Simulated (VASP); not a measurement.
## Ti5H: single point with PBE

Ti5H, a slab with vacuum:

```
Ti H
1.0
     2.93816    0.00000    0.00000
    -1.46908    2.54452    0.00000
     0.00000    0.00000   26.21171
Ti H
5 1
Direct
  0.66667 0.33333 0.15260
  0.33333 0.66667 0.24131
  0.66667 0.33333 0.33060
  0.33333 0.66667 0.42195
  0.66667 0.33333 0.50404
  0.66667 0.33333 0.56737
```

| Quantity | Value |
| --- | --- |
| Program | VASP 6.6.1 |
| Task | single point |
| Functional | PBE |
| Potentials or basis | VASP PAW PBE potentials, release 64 (Ti_sv, H) |
| Cutoff | 520 eV |
| k mesh | 9 × 9 × 1 |
| Occupations | gaussian, width 0.1 eV |
| Spin | collinear spin |
| Starting moments | [0.0, 0.0, 0.0, 0.0, 0.0, 1.0] μB |

| Item | Value |
| --- | --- |
| Largest force | 1.147 eV/Å |
| Net moment | 0.23 μB per cell |
| Site moments | Ti -0.00, +0.00, +0.01, -0.01, +0.18; H -0.00 μB |
| Valence electrons inside the program's atomic spheres | Ti 10.20, 10.24, 10.23, 10.28, 10.34; H 0.54 |

Forces on the atoms (eV/Å):
```
Ti   0.000  0.000  0.540
Ti   0.000  0.000 -0.533
Ti   0.000  0.000  0.195
Ti   0.000  0.000 -1.147
Ti   0.000  0.000 -0.115
H    0.000  0.000  1.060
```

Levels at points of the mesh, in eV from the Fermi level:
Spin up:
| k point | band 26 | band 27 | band 28 | band 29 | band 30 | band 31 | band 32 | band 33 | band 34 | band 35 |
| --- | --- | --- | --- | --- | --- | --- | --- | --- | --- | --- |
| (0.00, 0.00, 0.00) | -2.76 | -0.13 | 0.14 | 0.40 | 0.50 | 0.50 | 0.64 | 0.64 | 0.66 | 0.74 |
Spin down:
```
           k point  band 26  band 27  band 28  band 29  band 30  band 31  band 32  band 33  band 34  band 35
(0.00, 0.00, 0.00)    -2.67    -0.13     0.15     0.41     0.60     0.60     0.66     0.67     0.67     0.75
```

Run time: 9.1 min on 1 thread of Intel(R) Xeon(R) Platinum 8488C (Sapphire Rapids), on a shared host, peak memory 0.49 GiB.
